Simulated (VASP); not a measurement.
# GaP (F-43m) in VASP: further runs

The runs below take GaP through single point, with LDA.

Everything below comes from runs of VASP 6.6.1. Logs are shortened: lines on timing, memory, paths and dates and some standing lists are left out, and cuts for length are marked.

### 1 The cell of the first run

It takes space group F-43m (No. 216, cubic). Conventional cell: a = 5.391 Å, b = 5.391 Å, c = 5.391 Å, α = 90.00°, β = 90.00°, γ = 90.00°. Ga (site symmetry -43m) has 4 P at 2.33 Å within 3.1 Å. Within 3.1 Å of P (site symmetry -43m) lie 4 Ga at 2.33 Å.

### 2 Single point, LDA

Contents of INCAR:

```
  PREC = Accurate
  ENCUT = 500
  EDIFF = 1E-6
  ISMEAR = 0
  SIGMA = 0.02
  LREAL = F
  LASPH = T
  NELM = 120
  ALGO = Normal
  ISIF = 2
  LWAVE = F
  LCHARG = T
  LELF = T
  LVHAR = T
  NBANDS = 16
  GGA_COMPAT = F
```

Contents of KPOINTS:

```
regular mesh
0
Gamma
  8 8 8
```

Contents of POSCAR:

```
GaP
1.0
    0.0000000000      2.6957062497      2.6957062497
    2.6957062497      0.0000000000      2.6957062497
    2.6957062497      2.6957062497      0.0000000000
Ga P
1 1
Direct
    0.0000000000      0.0000000000      0.0000000000
    0.2500000000      0.2500000000      0.2500000000
```

Potentials or basis: VASP PAW LDA potentials, release 64 (Ga_d, P).

The run is started by

```
> cat potpaw_LDA.64/Ga_d/POTCAR potpaw_LDA.64/P/POTCAR > POTCAR
> mpirun -np 1 vasp_std > vasp.out
```

OUTCAR:

```text
PREC = Accurate
   ENCUT = 500
   EDIFF = 1E-6
   ISMEAR = 0
   LREAL = F
   LASPH = T
   NELM = 120
   ISIF = 2

 ion  position               nearest neighbor table
   1  0.000  0.000  0.000-   2 2.33   2 2.33   2 2.33   2 2.33
   2  0.250  0.250  0.250-   1 2.33   1 2.33   1 2.33   1 2.33

  LATTYP: Found a face centered cubic cell.
 ALAT       =     5.3914124994

  Lattice vectors:

 A1 = (   0.0000000000,   2.6957062497,   2.6957062497)
 A2 = (   2.6957062497,   0.0000000000,   2.6957062497)
 A3 = (   2.6957062497,   2.6957062497,   0.0000000000)

Analysis of symmetry for initial positions (statically):
=====================================================================
 Subroutine PRICEL returns:
 Original cell was already a primitive cell.

 Routine SETGRP: Setting up the symmetry group for a
 face centered cubic supercell.

 Subroutine GETGRP returns: Found 24 space group operations
 (whereof 24 operations were pure point group operations)
 out of a pool of 48 trial point group operations.

The static configuration has the point symmetry T_d .

Analysis of symmetry for dynamics (positions and initial velocities):
=====================================================================
 Subroutine PRICEL returns:
 Original cell was already a primitive cell.

 Routine SETGRP: Setting up the symmetry group for a
 face centered cubic supercell.

 Subroutine GETGRP returns: Found 24 space group operations
 (whereof 24 operations were pure point group operations)
 out of a pool of 48 trial point group operations.

The dynamic configuration has the point symmetry T_d .

 Subroutine INISYM returns: Found 24 space group operations
 (whereof 24 operations are pure point group operations),
 and found     1 'primitive' translations

----------------------------------------------------------------------------------------

                                     Primitive cell

  volume of cell :      39.1785

  direct lattice vectors                    reciprocal lattice vectors
     0.000000000  2.695706250  2.695706250    -0.185480150  0.185480150  0.185480150
     2.695706250  0.000000000  2.695706250     0.185480150 -0.185480150  0.185480150
     2.695706250  2.695706250  0.000000000     0.185480150  0.185480150 -0.185480150

  length of vectors
     3.812304338  3.812304338  3.812304338     0.321261044  0.321261044  0.321261044

  position of ions in fractional coordinates (direct lattice)
[... 72 lines left out ...]
   ICHARG =      2    charge: 1-file 2-atom 10-const
   ISPIN  =      1    spin polarized calculation?
   LNONCOLLINEAR =      F non collinear calculations
   LSORBIT =      F    spin-orbit coupling
   LASPH  =      T    aspherical Exc in radial PAW
   ENCUT  =  500.0 eV  36.75 Ry    6.06 a.u.   6.95  6.95  6.95*2*pi/ulx,y,z
   NELM   =    120;   NELMIN=  2; NELMDL= -5     # of ELM steps
   EDIFF  = 0.1E-05   stopping-criterion for ELM
   LREAL  =      F    real-space projection
   EDIFFG = 0.1E-04   stopping-criterion for IOM
   NSW    =      0    number of steps for IOM
   IBRION =     -1    ionic relax: 0-MD 1-quasi-New 2-CG
   NFREE  =      0    steps in history (QN), initial steepest desc. (CG)
   ISIF   =      2    stress and relaxation
   ISYM   =      2    0-nonsym 1-usesym 2-fastsym
   POTIM  = 0.5000    time-step for ionic-motion
   TEBEG  =    0.0;   TEEND  =   0.0 temperature during run
   PSTRESS=    0.0 pullay stress
   NELECT =      18.0000    total number of electrons
   NUPDOWN=      -1.0000    fix difference up-down
   EMIN   =  10.00;   EMAX   =-10.00  energy-range for DOS
   EFERMI =   0.00;   METHOD = LEGACY
   ISMEAR =     0;   SIGMA  =   0.02  broadening in eV -4-tet -1-fermi 0-gaus
   EFERMI_NEDOS =   21; number of points for ismear=-14 and -15
   IALGO  =     38    algorithm
   IMIX   =      4    mixing-type and parameters
     AMIX     =   0.40;   BMIX     =  1.00
     AMIX_MAG =   1.60;   BMIX_MAG =  1.00
  volume/ion in A,a.u.               =      19.59       132.19
  Fermi-wavevector in a.u.,A,eV,Ry     =   1.263232  2.387162 21.711564  1.595755
  Thomas-Fermi vector in A             =   2.396599
   LORBIT       =      0    0 simple, 1 ext, 2 COOP (PROOUT), +10 PAW based schemes
   GGA     = CA    functional components
   LHFCALC =     F    Hartree Fock is set to
   AEXX    =    0.0000 exact exchange contribution
   IVDW    =     0    specifies the selected vdW correction
   LEPSILON=     F    determine dielectric tensor
   LRPA    =     F    only Hartree local field effects (RPA)
 non-spin polarized calculation
 Gauss-broadening in eV      SIGMA  =   0.02
  energy-cutoff  :      500.00
  volume of cell :       39.18
 maximum number of plane-waves:      1006
   NGX = 13   NGY = 13   NGZ = 13

 number of electron      17.9999998 magnetization

 Free energy of the ion-electron system (eV)
  ---------------------------------------------------
  ext. energy  EPLUGINS =         0.00000000
  ---------------------------------------------------
  free energy    TOTEN  =       -10.45066393 eV

  energy without entropy =      -10.45066393  energy(sigma->0) =      -10.45066393

 E-fermi :   4.9414     XC(G=0): -10.3105

 val. band max:        4.8478979423   @ k =   0.0000   0.0000   0.0000
 cond. band min:       6.2776398005   @ k =   0.5000   0.5000   0.0000
 fundamental gap:      1.4297418582
 Fermi energy:         4.9414289163

 k-point     1 :       0.0000    0.0000    0.0000
  band No.  band energies     occupation
      1      -9.9179      2.00000
      2      -9.9179      2.00000
      3      -9.9179      2.00000
      4      -9.8096      2.00000
      5      -9.8096      2.00000
      6      -7.9122      2.00000
[... 433 lines left out ...]
      3      -9.8709      2.00000
      4      -9.8156      2.00000
      5      -9.8016      2.00000
      6      -5.2881      2.00000
[... 8 lines left out ...]
     15      16.8435      0.00000
     16      17.4323      0.00000

 [... further k-points ...]
[... 5 lines left out ...]
  --------------------------------------------------------------------------------------
  -------------------------------------------------------------------------------------
  Total        0.0167952      0.0167952      0.0167952     -0.0000000      0.0000000      0.0000000
  in kB        0.6868265      0.6868265      0.6868265     -0.0000000      0.0000000      0.0000000
  external PRESSURE =       0.6868265 kB  Pullay stress =       0.0000000 kB

 VOLUME and BASIS-vectors are now :
 -----------------------------------------------------------------------------
  energy-cutoff  :      500.00
  volume of cell :       39.18
      direct lattice vectors                 reciprocal lattice vectors
     0.000000000  2.695706250  2.695706250    -0.185480150  0.185480150  0.185480150
     2.695706250  0.000000000  2.695706250     0.185480150 -0.185480150  0.185480150
     2.695706250  2.695706250  0.000000000     0.185480150  0.185480150 -0.185480150

 POSITION                                       TOTAL-FORCE (eV/Angst)
 -----------------------------------------------------------------------------------
      0.00000      0.00000      0.00000         0.000000      0.000000      0.000000
      1.34785      1.34785      1.34785        -0.000000     -0.000000     -0.000000
 -----------------------------------------------------------------------------------
    total drift:                                0.000000      0.000000      0.000000

  FREE ENERGIE OF THE ION-ELECTRON SYSTEM (eV)
  ---------------------------------------------------
  free  energy   TOTEN  =       -10.4506639305 eV

  energy  without entropy=      -10.4506639305  energy(sigma->0) =      -10.45066393
```

OSZICAR:

```text
N       E                     dE             d eps       ncg     rms          rms(c)
DAV:   1     0.793471591688E+02    0.79347E+02   -0.88325E+03   952   0.160E+03
DAV:   2    -0.451589856170E+01   -0.83863E+02   -0.80071E+02  1024   0.311E+02
DAV:   3    -0.106797313103E+02   -0.61638E+01   -0.61409E+01  1168   0.647E+01
DAV:   4    -0.107830129478E+02   -0.10328E+00   -0.10325E+00  1152   0.912E+00
DAV:   5    -0.107850214253E+02   -0.20085E-02   -0.20083E-02  1200   0.111E+00    0.449E+00
DAV:   6    -0.105061113321E+02    0.27891E+00   -0.36624E-01  1416   0.106E+01    0.290E+00
DAV:   7    -0.104553808915E+02    0.50730E-01   -0.89983E-02  1224   0.211E+00    0.107E+00
DAV:   8    -0.104507025830E+02    0.46783E-02   -0.11887E-02  1128   0.120E+00    0.215E-01
DAV:   9    -0.104506600976E+02    0.42485E-04   -0.10121E-03  1344   0.402E-01    0.606E-02
DAV:  10    -0.104506579647E+02    0.21329E-05   -0.55195E-05  1432   0.913E-02    0.252E-02
DAV:  11    -0.104506641892E+02   -0.62245E-05   -0.97146E-06  1184   0.442E-02    0.871E-03
DAV:  12    -0.104506639305E+02    0.25875E-06   -0.48599E-07   784   0.772E-03
   1 F= -.10450664E+02 E0= -.10450664E+02  d E =-.209986E-13
```

stdout:

```text
POSCAR found type information on POSCAR GaP
 POSCAR found :  2 types and       2 ions
 scaLAPACK will be used
 LDA part: xc-table for (Slater(with rela. corr.)+CA(PZ))
 , standard interpolation
 POSCAR, INCAR and KPOINTS ok, starting setup
 FFT: planning ... GRIDC
 FFT: planning ... GRID_SOFT
 FFT: planning ... GRID
 WAVECAR not read
 entering main loop
```

Wall time 6.9 s (1 thread of Intel Xeon 6975P-C (Granite Rapids), shared host); peak memory 0.14 GiB.

What came out:

```
Free energy            : -10.4507 eV
Pressure               : 0.1 GPa
Band gap on the k mesh : 1.43 eV (least direct gap 1.91 eV)
```

### 3 Single point, LDA

Contents of INCAR:

```
  PREC = Accurate
  ENCUT = 500
  EDIFF = 1E-6
  ISMEAR = 0
  SIGMA = 0.01
  LREAL = F
  LASPH = T
  NELM = 120
  ALGO = Normal
  ISIF = 2
  LWAVE = F
  LCHARG = F
  NBANDS = 16
  GGA_COMPAT = F
```

Contents of KPOINTS:

```
Automatic mesh
0
Gamma
  8 8 8
```

POSCAR is that of step 2.

Potentials or basis: VASP PAW LDA potentials, release 64 (Ga_d, P).

The run is started by

```
> cat potpaw_LDA.64/Ga_d/POTCAR potpaw_LDA.64/P/POTCAR > POTCAR
> mpirun -np 1 vasp_std > vasp.out
```

It took 6.4 s on 1 thread of Intel Xeon 6975P-C (Granite Rapids), shared host; peak memory 0.14 GiB.

Results (log left out):

```yaml
Free_energy: -10.4507 eV
Pressure: 0.1 GPa
Band_gap_on_the_k_mesh: 1.43 eV (least direct gap 1.91 eV)
```

Levels at points of the mesh, in eV from the valence-band top:
| k point | band 6 | band 7 | band 8 | band 9 | band 10 | band 11 | band 12 | band 13 |
| --- | --- | --- | --- | --- | --- | --- | --- | --- |
| (0.00, 0.00, 0.00) | -12.76 | 0.00 | 0.00 | 0.00 | 1.91 | 3.78 | 3.78 | 3.78 |
| (0.50, 0.00, 0.00) | -10.57 | -6.90 | -1.18 | -1.18 | 1.62 | 4.62 | 4.62 | 8.11 |
| (0.50, 0.50, 0.00) | -9.60 | -7.00 | -2.82 | -2.82 | 1.43 | 1.65 | 10.70 | 10.70 |
